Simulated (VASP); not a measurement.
# CdS (F-43m) in VASP: a series of runs

The runs below take CdS through single point, relaxation of cell and atoms, with LDA.

All numbers are computed with VASP 6.6.1; they aren't measurements. Logs are shortened: lines on timing, memory, paths and dates and some standing lists are left out, and cuts for length are marked.

### 1 The cell of the first run

The structure is cubic, space group F-43m (No. 216). The conventional cell has a = 5.757 Å, b = 5.757 Å, c = 5.757 Å, α = 90.00°, β = 90.00°, γ = 90.00°. Within 3.3 Å of Cd (site symmetry -43m) lie 4 S at 2.49 Å. S (site symmetry -43m) has 4 Cd at 2.49 Å within 3.3 Å.

### 2 Single point, LDA

INCAR reads:

```
SYSTEM = CdS
PREC = Accurate
ENCUT = 520
EDIFF = 1E-6
ISMEAR = 0
SIGMA = 0.02
LREAL = .FALSE.
LASPH = .TRUE.
NELM = 60
ALGO = Normal
ISIF = 2
LWAVE = .FALSE.
LCHARG = .FALSE.
GGA = CA
NBANDS = 16
```

KPOINTS reads:

```
regular mesh
0
G
  8 8 8
  0 0 0
```

POSCAR reads:

```
CdS
1.0
    0.0000000000      2.8785233523      2.8785233523
    2.8785233523      0.0000000000      2.8785233523
    2.8785233523      2.8785233523      0.0000000000
Cd S
1 1
Direct
    0.0000000000      0.0000000000      0.0000000000
    0.2500000000      0.2500000000      0.2500000000
```

Potentials or basis: VASP PAW LDA potentials, release 64 (Cd, S).

The run is started by

```
cat potpaw_LDA.64/Cd/POTCAR potpaw_LDA.64/S/POTCAR > POTCAR
mpirun -np 1 vasp_std > vasp.out
```

OUTCAR:

```text
SYSTEM = CdS
   PREC = Accurate
   ENCUT = 520
   EDIFF = 1E-6
   ISMEAR = 0
   LREAL = .FALSE.
   LASPH = .TRUE.
   NELM = 60
   ISIF = 2
   GGA = CA

 ion  position               nearest neighbor table
   1  0.000  0.000  0.000-   2 2.49   2 2.49   2 2.49   2 2.49
   2  0.250  0.250  0.250-   1 2.49   1 2.49   1 2.49   1 2.49

  LATTYP: Found a face centered cubic cell.
 ALAT       =     5.7570467046

  Lattice vectors:

 A1 = (   0.0000000000,   2.8785233523,   2.8785233523)
 A2 = (   2.8785233523,   0.0000000000,   2.8785233523)
 A3 = (   2.8785233523,   2.8785233523,   0.0000000000)

Analysis of symmetry for initial positions (statically):
=====================================================================
 Subroutine PRICEL returns:
 Original cell was already a primitive cell.

 Routine SETGRP: Setting up the symmetry group for a
 face centered cubic supercell.

 Subroutine GETGRP returns: Found 24 space group operations
 (whereof 24 operations were pure point group operations)
 out of a pool of 48 trial point group operations.

The static configuration has the point symmetry T_d .

Analysis of symmetry for dynamics (positions and initial velocities):
=====================================================================
 Subroutine PRICEL returns:
 Original cell was already a primitive cell.

 Routine SETGRP: Setting up the symmetry group for a
 face centered cubic supercell.

 Subroutine GETGRP returns: Found 24 space group operations
 (whereof 24 operations were pure point group operations)
 out of a pool of 48 trial point group operations.

The dynamic configuration has the point symmetry T_d .

 Subroutine INISYM returns: Found 24 space group operations
 (whereof 24 operations are pure point group operations),
 and found     1 'primitive' translations

----------------------------------------------------------------------------------------

                                     Primitive cell

  volume of cell :      47.7023

  direct lattice vectors                    reciprocal lattice vectors
     0.000000000  2.878523352  2.878523352    -0.173700172  0.173700172  0.173700172
     2.878523352  0.000000000  2.878523352     0.173700172 -0.173700172  0.173700172
     2.878523352  2.878523352  0.000000000     0.173700172  0.173700172 -0.173700172

  length of vectors
     4.070846764  4.070846764  4.070846764     0.300857522  0.300857522  0.300857522

  position of ions in fractional coordinates (direct lattice)
     0.000000000  0.000000000  0.000000000
     0.250000000  0.250000000  0.250000000

  ion indices of the primitive-cell ions
   primitive index   ion index
                 1           1
                 2           2

----------------------------------------------------------------------------------------

 KPOINTS: regular mesh

Automatic generation of k-mesh.
 Grid dimensions read from file:
 generate k-points for:    8    8    8

 Generating k-lattice:

  Cartesian coordinates                     Fractional coordinates (reciprocal lattice)
    -0.021712521  0.021712521  0.021712521     0.125000000  0.000000000  0.000000000
     0.021712521 -0.021712521  0.021712521     0.000000000  0.125000000  0.000000000
     0.021712521  0.021712521 -0.021712521     0.000000000  0.000000000  0.125000000

  Length of vectors
     0.037607190  0.037607190  0.037607190

  Shift w.r.t. Gamma in fractional coordinates (k-lattice)
     0.000000000  0.000000000  0.000000000

 Subroutine IBZKPT returns following result:
 ===========================================

 Found     29 irreducible k-points:

 Following reciprocal coordinates:
            Coordinates               Weight
  0.000000  0.000000  0.000000      1.000000
  0.125000  0.000000  0.000000      8.000000
  0.250000  0.000000  0.000000      8.000000
  0.375000  0.000000  0.000000      8.000000
  0.500000  0.000000  0.000000      4.000000
  0.125000  0.125000  0.000000      6.000000
[... 16 lines left out ...]
  0.500000  0.250000  0.125000     48.000000
 -0.375000  0.250000  0.125000     24.000000
 [... further k-points ...]
   k-points           NKPTS =     29   k-points in BZ     NKDIM =     29   number of bands    NBANDS=     16
   number of dos      NEDOS =    301   number of ions     NIONS =      2
   total plane-waves  NPLWV =  27000
   dimension x,y,z NGX =    30 NGY =   30 NGZ =   30
   dimension x,y,z NGXF=    60 NGYF=   60 NGZF=   60
   ions per type =               1   1
   NGX,Y,Z   is equivalent  to a cutoff of  12.25, 12.25, 12.25 a.u.
   NGXF,Y,Z  is equivalent  to a cutoff of  24.50, 24.50, 24.50 a.u.
 SYSTEM =  CdS
   PREC   = accura    normal or accurate (medium, high low for compatibility)
   ISTART =      0    job   : 0-new  1-cont  2-samecut
   ICHARG =      2    charge: 1-file 2-atom 10-const
   ISPIN  =      1    spin polarized calculation?
   LNONCOLLINEAR =      F non collinear calculations
   LSORBIT =      F    spin-orbit coupling
   LASPH  =      T    aspherical Exc in radial PAW
   ENCUT  =  520.0 eV  38.22 Ry    6.18 a.u.   7.57  7.57  7.57*2*pi/ulx,y,z
   NELM   =     60;   NELMIN=  2; NELMDL= -5     # of ELM steps
   EDIFF  = 0.1E-05   stopping-criterion for ELM
   LREAL  =      F    real-space projection
   EDIFFG = 0.1E-04   stopping-criterion for IOM
   NSW    =      0    number of steps for IOM
   IBRION =     -1    ionic relax: 0-MD 1-quasi-New 2-CG
   NFREE  =      0    steps in history (QN), initial steepest desc. (CG)
   ISIF   =      2    stress and relaxation
   ISYM   =      2    0-nonsym 1-usesym 2-fastsym
   POTIM  = 0.5000    time-step for ionic-motion
   TEBEG  =    0.0;   TEEND  =   0.0 temperature during run
   PSTRESS=    0.0 pullay stress
   NELECT =      18.0000    total number of electrons
   NUPDOWN=      -1.0000    fix difference up-down
   EMIN   =  10.00;   EMAX   =-10.00  energy-range for DOS
   EFERMI =   0.00;   METHOD = LEGACY
   ISMEAR =     0;   SIGMA  =   0.02  broadening in eV -4-tet -1-fermi 0-gaus
   EFERMI_NEDOS =   21; number of points for ismear=-14 and -15
   IALGO  =     38    algorithm
   IMIX   =      4    mixing-type and parameters
     AMIX     =   0.40;   BMIX     =  1.00
     AMIX_MAG =   1.60;   BMIX_MAG =  1.00
  volume/ion in A,a.u.               =      23.85       160.96
  Fermi-wavevector in a.u.,A,eV,Ry     =   1.183003  2.235552 19.041306  1.399497
  Thomas-Fermi vector in A             =   2.319246
   LORBIT       =      0    0 simple, 1 ext, 2 COOP (PROOUT), +10 PAW based schemes
   GGA     = CA    functional components
   LHFCALC =     F    Hartree Fock is set to
   AEXX    =    0.0000 exact exchange contribution
   IVDW    =     0    specifies the selected vdW correction
   LEPSILON=     F    determine dielectric tensor
   LRPA    =     F    only Hartree local field effects (RPA)
 non-spin polarized calculation
 Gauss-broadening in eV      SIGMA  =   0.02
  energy-cutoff  :      520.00
  volume of cell :       47.70
 maximum number of plane-waves:      1304
   NGX = 15   NGY = 15   NGZ = 15

 number of electron      18.0000008 magnetization

 Free energy of the ion-electron system (eV)
  ---------------------------------------------------
  ext. energy  EPLUGINS =         0.00000000
  ---------------------------------------------------
  free energy    TOTEN  =        -7.40675478 eV

  energy without entropy =       -7.40675478  energy(sigma->0) =       -7.40675478

 E-fermi :   1.5860     XC(G=0):  -9.7658

 val. band max:        1.4808661809   @ k =   0.0000   0.0000   0.0000
 cond. band min:       2.4575730020   @ k =   0.0000   0.0000   0.0000
 fundamental gap:      0.9767068212
 Fermi energy:         1.5859679841

 k-point     1 :       0.0000    0.0000    0.0000
  band No.  band energies     occupation
      1     -11.1281      2.00000
      2      -6.4560      2.00000
      3      -6.4560      2.00000
      4      -6.4560      2.00000
      5      -5.9157      2.00000
      6      -5.9157      2.00000
[... 8 lines left out ...]
     15      12.9839      0.00000
     16      12.9839      0.00000

 k-point     2 :       0.1250    0.0000    0.0000
  band No.  band energies     occupation
      1     -11.0579      2.00000
      2      -6.4308      2.00000
      3      -6.4308      2.00000
      4      -6.4029      2.00000
      5      -5.9172      2.00000
      6      -5.9172      2.00000
[... 8 lines left out ...]
     15      12.3102      0.00000
     16      13.3130      0.00000

 k-point     3 :       0.2500    0.0000    0.0000
  band No.  band energies     occupation
      1     -10.8871      2.00000
      2      -6.3765      2.00000
      3      -6.3765      2.00000
      4      -6.2027      2.00000
      5      -5.9116      2.00000
      6      -5.9116      2.00000
[... 8 lines left out ...]
     15      12.0536      0.00000
     16      12.5899      0.00000

 k-point     4 :       0.3750    0.0000    0.0000
  band No.  band energies     occupation
      1     -10.7163      2.00000
      2      -6.3349      2.00000
      3      -6.3349      2.00000
      4      -5.8887      2.00000
      5      -5.8887      2.00000
      6      -5.8073      2.00000
[... 8 lines left out ...]
     15      12.9488      0.00000
     16      12.9488      0.00000
[... 324 lines left out ...]
 k-point    22 :       0.3750    0.2500    0.1250
  band No.  band energies     occupation
      1     -10.7618      2.00000
      2      -6.3210      2.00000
      3      -6.2904      2.00000
      4      -6.1265      2.00000
      5      -5.9135      2.00000
      6      -5.8506      2.00000
[... 8 lines left out ...]
     15      13.4911      0.00000
     16      15.2875      0.00000

 k-point    23 :       0.5000    0.2500    0.1250
  band No.  band energies     occupation
      1     -10.6277      2.00000
      2      -6.2814      2.00000
      3      -6.2503      2.00000
      4      -5.9998      2.00000
      5      -5.8789      2.00000
      6      -5.6069      2.00000
[... 8 lines left out ...]
     15      14.2906      0.00000
     16      14.5896      0.00000

 k-point    24 :      -0.3750    0.2500    0.1250
  band No.  band energies     occupation
      1     -10.5731      2.00000
      2      -6.2769      2.00000
      3      -6.2307      2.00000
      4      -5.9501      2.00000
      5      -5.8865      2.00000
      6      -5.3635      2.00000
[... 8 lines left out ...]
     15      13.7091      0.00000
     16      14.6882      0.00000

 [... further k-points ...]
[... 5 lines left out ...]
  --------------------------------------------------------------------------------------
  -------------------------------------------------------------------------------------
  Total        0.1601424      0.1601424      0.1601424     -0.0000000     -0.0000000      0.0000000
  in kB        5.3787027      5.3787027      5.3787027     -0.0000000     -0.0000000      0.0000000
  external PRESSURE =       5.3787027 kB  Pullay stress =       0.0000000 kB

 VOLUME and BASIS-vectors are now :
 -----------------------------------------------------------------------------
  energy-cutoff  :      520.00
  volume of cell :       47.70
      direct lattice vectors                 reciprocal lattice vectors
     0.000000000  2.878523352  2.878523352    -0.173700172  0.173700172  0.173700172
     2.878523352  0.000000000  2.878523352     0.173700172 -0.173700172  0.173700172
     2.878523352  2.878523352  0.000000000     0.173700172  0.173700172 -0.173700172

 POSITION                                       TOTAL-FORCE (eV/Angst)
 -----------------------------------------------------------------------------------
      0.00000      0.00000      0.00000         0.000000     -0.000000     -0.000000
      1.43926      1.43926      1.43926        -0.000000      0.000000      0.000000
 -----------------------------------------------------------------------------------
    total drift:                               -0.000000     -0.000000     -0.000000

  FREE ENERGIE OF THE ION-ELECTRON SYSTEM (eV)
  ---------------------------------------------------
  free  energy   TOTEN  =        -7.4067547841 eV

  energy  without entropy=       -7.4067547841  energy(sigma->0) =       -7.40675478
```

It took 17 s on 1 thread of Intel Xeon Platinum 8259CL at 2.50GHz (Skylake/Cascade Lake), shared host; peak memory 0.15 GiB.

Results:

```yaml
Free_energy: -7.4068 eV
Pressure: 0.5 GPa
Band_gap_on_the_k_mesh: 0.98 eV, direct
```

Levels at points of the mesh, in eV from the valence-band top:
```csv
k point,band 6,band 7,band 8,band 9,band 10,band 11,band 12,band 13
"(0.00, 0.00, 0.00)",-7.40,0.00,0.00,0.00,0.98,6.35,6.35,6.35
"(0.50, 0.00, 0.00)",-6.98,-4.77,-0.83,-0.83,2.84,6.84,6.84,7.34
"(0.50, 0.50, 0.00)",-6.91,-4.23,-2.07,-2.07,3.24,4.21,9.13,10.78
```

A hybrid or GW would open this gap; LDA tends to underestimate it.

### 3 Relaxation of cell and atoms, LDA

This run uses another cell than the first one, of 24.64 Å³/atom, 1.033 times its volume.

INCAR reads:

```
  PREC = Accurate
  ENCUT = 600
  EDIFF = 1E-6
  ISMEAR = 0
  SIGMA = 0.02
  LREAL = False
  LASPH = True
  NELM = 100
  ALGO = Normal
  ISIF = 3
  LWAVE = False
  LCHARG = False
  IBRION = 2
  NSW = 80
  EDIFFG = -0.004
```

KPOINTS reads:

```
Automatic mesh
0
Gamma
  8 8 8
```

POSCAR reads:

```
CdS
1.0
    0.0000000000      2.9100000000      2.9100000000
    2.9100000000      0.0000000000      2.9100000000
    2.9100000000      2.9100000000      0.0000000000
Cd S
1 1
Direct
    0.0000000000      0.0000000000      0.0000000000
    0.2500000000      0.2500000000      0.2500000000
```

Potentials or basis: VASP PAW LDA potentials, release 64 (Cd, S).

The run is started by

```
cat potpaw_LDA.64/Cd/POTCAR potpaw_LDA.64/S/POTCAR > POTCAR
mpirun -np 1 vasp_std > vasp.out
```

Run time: 35 s. Hardware: 1 thread of Intel Xeon Platinum 8259CL at 2.50GHz (Skylake/Cascade Lake), shared host; peak memory 0.19 GiB.

The run converged. Its results:

```yaml
Free_energy: -7.4077 eV
Relaxed_volume: 24.02 Å³/atom
Relaxed_cell: a = 4.081 Å, b = 4.081 Å, c = 4.081 Å, α = 60.00°, β = 60.00°, γ = 60.00°
Space_group_after_relaxing_to_0.05_Å: F-43m (No. 216)
Energy_gained_by_relaxing: 3.2 meV/atom
Ionic_steps: 3
Pressure_after_relaxing: 0.0 GPa
Band_gap_on_the_k_mesh: 0.96 eV, direct
```

The path:
```tsv
step	energy change (eV)	largest force (eV/Å)	pressure (GPa)	volume (Å³)
1	0.0000	0.0000	-1.62	49.28
2	-0.0052	0.0000	0.75	47.53
3	-0.0064	0.0000	0.01	48.05
```

Final structure:
```
Cd S
1.0
     0.00000    2.88544    2.88544
     2.88544    0.00000    2.88544
     2.88544    2.88544    0.00000
Cd S
1 1
Direct
  0.00000 0.00000 0.00000
  0.25000 0.25000 0.25000
```

Levels at points of the mesh, in eV from the valence-band top:
```tsv
k point	band 5	band 6	band 7	band 8	band 9	band 10	band 11	band 12	band 13
(0.00, 0.00, 0.00)	-7.38	-7.38	0.00	0.00	0.00	0.96	6.35	6.35	6.35
(0.50, 0.00, 0.00)	-7.33	-6.96	-4.72	-0.82	-0.82	2.83	6.84	6.84	7.32
(0.50, 0.50, 0.00)	-7.28	-6.90	-4.20	-2.04	-2.04	3.25	4.20	9.10	10.74
```

LDA gaps usually lie below the measured ones, often by a third to a half.

### 4 Single point, LDA

This run uses another cell than the first one, of 21.78 Å³/atom, 0.913 times its volume.

INCAR reads:

```
SYSTEM = CdS
PREC = Accurate
ENCUT = 500
EDIFF = 1E-6
ISMEAR = 0
SIGMA = 0.02
LREAL = .FALSE.
LASPH = .TRUE.
NELM = 120
ALGO = Normal
ISIF = 2
LWAVE = .FALSE.
LCHARG = .FALSE.
NBANDS = 16
GGA_COMPAT = .FALSE.
```

KPOINTS reads:

```
Automatic mesh
0
G
  8 8 8
  0 0 0
```

POSCAR reads:

```
CdS
1.0
    0.0000000000      2.7925000000      2.7925000000
    2.7925000000      0.0000000000      2.7925000000
    2.7925000000      2.7925000000      0.0000000000
Cd S
1 1
Direct
    0.0000000000      0.0000000000      0.0000000000
    0.2500000000      0.2500000000      0.2500000000
```

Potentials or basis: VASP PAW LDA potentials, release 64 (Cd, S).

The run is started by

```
cat potpaw_LDA.64/Cd/POTCAR potpaw_LDA.64/S/POTCAR > POTCAR
mpirun -np 1 vasp_std > vasp.out
```

OUTCAR:

```text
SYSTEM = CdS
   PREC = Accurate
   ENCUT = 500
   EDIFF = 1E-6
   ISMEAR = 0
   LREAL = .FALSE.
   LASPH = .TRUE.
   NELM = 120
   ISIF = 2

 ion  position               nearest neighbor table
   1  0.000  0.000  0.000-   2 2.42   2 2.42   2 2.42   2 2.42
   2  0.250  0.250  0.250-   1 2.42   1 2.42   1 2.42   1 2.42

  LATTYP: Found a face centered cubic cell.
 ALAT       =     5.5850000000

  Lattice vectors:

 A1 = (   0.0000000000,   2.7925000000,   2.7925000000)
 A2 = (   2.7925000000,   0.0000000000,   2.7925000000)
 A3 = (   2.7925000000,   2.7925000000,   0.0000000000)

[... 626 lines left out ...]
      6      -4.6455      2.00000
[... 8 lines left out ...]
     15      14.8140      0.00000
     16      15.8810      0.00000

 [... further k-points ...]
[... 5 lines left out ...]
  --------------------------------------------------------------------------------------
  -------------------------------------------------------------------------------------
  Total        2.2856620      2.2856620      2.2856620      0.0000000     -0.0000000      0.0000000
  in kB       84.0839404     84.0839404     84.0839404      0.0000000     -0.0000000      0.0000000
  external PRESSURE =      84.0839404 kB  Pullay stress =       0.0000000 kB

 VOLUME and BASIS-vectors are now :
 -----------------------------------------------------------------------------
  energy-cutoff  :      500.00
  volume of cell :       43.55
      direct lattice vectors                 reciprocal lattice vectors
     0.000000000  2.792500000  2.792500000    -0.179051030  0.179051030  0.179051030
     2.792500000  0.000000000  2.792500000     0.179051030 -0.179051030  0.179051030
     2.792500000  2.792500000  0.000000000     0.179051030  0.179051030 -0.179051030

 POSITION                                       TOTAL-FORCE (eV/Angst)
 -----------------------------------------------------------------------------------
      0.00000      0.00000      0.00000         0.000000      0.000000      0.000000
      1.39625      1.39625      1.39625        -0.000000     -0.000000     -0.000000
 -----------------------------------------------------------------------------------
    total drift:                                0.000000      0.000000      0.000000

  FREE ENERGIE OF THE ION-ELECTRON SYSTEM (eV)
  ---------------------------------------------------
  free  energy   TOTEN  =        -7.2981899042 eV

  energy  without entropy=       -7.2981899042  energy(sigma->0) =       -7.29818990
```

stdout:

```text
POSCAR found type information on POSCAR CdS
 POSCAR found :  2 types and       2 ions
 scaLAPACK will be used
 LDA part: xc-table for (Slater(with rela. corr.)+CA(PZ))
 , standard interpolation
 POSCAR, INCAR and KPOINTS ok, starting setup
 FFT: planning ... GRIDC
 FFT: planning ... GRID_SOFT
 FFT: planning ... GRID
 WAVECAR not read
 entering main loop
```

It took 42 s on 1 thread of Intel Xeon 8259CL, shared host; peak memory 0.15 GiB.

What came out:

| Quantity | Value |
| --- | --- |
| Free energy | -7.2982 eV |
| Pressure | 8.4 GPa |
| Band gap on the k mesh | 1.16 eV, direct |

Levels at points of the mesh, in eV from the valence-band top:
```
           k point  band 7  band 8  band 9  band 10  band 11  band 12
(0.00, 0.00, 0.00)    0.00    0.00    0.00     1.16     6.29     6.29
(0.50, 0.00, 0.00)   -5.39   -0.98   -0.98     2.95     6.81     6.81
(0.50, 0.50, 0.00)   -4.67   -2.43   -2.43     3.07     4.25     9.57
```

### 5 Summary

```tsv
task	cell	cutoff (eV)	gap on the mesh (eV)	pressure (GPa)
single point	a = 4.071 Å, angles 60.0°, 2 atoms	520	0.98	0.5
relaxation of cell and atoms	relaxed from a = 4.115 Å, angles 60.0°, 2 atoms	600	0.96	0.0
single point	a = 3.949 Å, angles 60.0°, 2 atoms	500	1.16	8.4
```

Alike in all rows: level LDA; potentials or basis VASP PAW LDA potentials, release 64 (Cd, S); no spin polarisation; k mesh 8 × 8 × 8; smearing gaussian 0.02 eV.

Absolute energies hang on the potentials; compare differences alone.
